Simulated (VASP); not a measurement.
A run of VASP 6.6.1 is set up as follows.

The input INCAR:

```
SYSTEM = Mg2CdTe3
PREC = Accurate ; ENCUT = 600
EDIFF = 1E-6 ; ISMEAR = 0
SIGMA = 0.1 ; LREAL = .FALSE.
LASPH = .TRUE. ; NELM = 60
ALGO = Normal ; ISIF = 3
LWAVE = .FALSE. ; LCHARG = .FALSE.
GGA = PE ; IBRION = 2
NSW = 90 ; EDIFFG = -0.04
```

Contents of KPOINTS:

```
Automatic mesh
0
G
  6 6 1
  0 0 0
```

File POSCAR:

```
Mg2CdTe3
1.0
    4.2509734300      0.0000000000      0.0000000000
   -2.1254867200      3.6814509900      0.0000000000
    0.0000000000      0.0000000000     20.6643919400
Mg Cd Te
4 2 6
Direct
    0.3333333300      0.6666666700      0.6653303900
    0.3333333300      0.6666666700      0.9986637200
    0.6666666700      0.3333333300      0.1653303900
    0.6666666700      0.3333333300      0.4986637200
    0.3333333300      0.6666666700      0.3319970600
    0.6666666700      0.3333333300      0.8319970600
    0.3333333300      0.6666666700      0.1246696100
    0.3333333300      0.6666666700      0.4580029400
    0.3333333300      0.6666666700      0.7913362800
    0.6666666700      0.3333333300      0.2913362800
    0.6666666700      0.3333333300      0.6246696100
    0.6666666700      0.3333333300      0.9580029400
```

Potentials or basis: VASP PAW PBE potentials, release 64 (Mg, Cd, Te).

Command:

```sh
$ cat potpaw_PBE.64/Mg/POTCAR potpaw_PBE.64/Cd/POTCAR potpaw_PBE.64/Te/POTCAR > POTCAR
$ mpirun -np 1 vasp_std > vasp.out
```

Predict the band gap on the k mesh.

1.48 eV, direct.

Predict the relaxed volume.

35.09 Å³/atom.

Estimate the relaxed cell.

a = 4.633 Å, b = 4.633 Å, c = 22.647 Å, α = 90.00°, β = 90.00°, γ = 120.00°.

The path:
```
step  energy change (eV)  largest force (eV/Å)  pressure (GPa)  volume (Å³)
   1              0.0000                0.7779           16.49       323.39
   2             -3.4958                0.0918           -3.02       471.40
   3             -4.0150                0.0919            0.15       419.77
   4             -4.0159                0.0922           -0.03       422.06
   5             -4.0185                0.0771           -0.03       421.98
   6             -4.0232                0.0470           -0.03       421.75
   7             -4.0196                0.1062           -0.01       421.27
   8             -4.0240                0.0470           -0.02       421.61
   9             -4.0248                0.0242            0.02       421.05
```

Caveat: the volume moved by over 15 % at a fixed basis, so the end points are rough; spin-orbit coupling is left out, which moves the levels of the heavy elements.
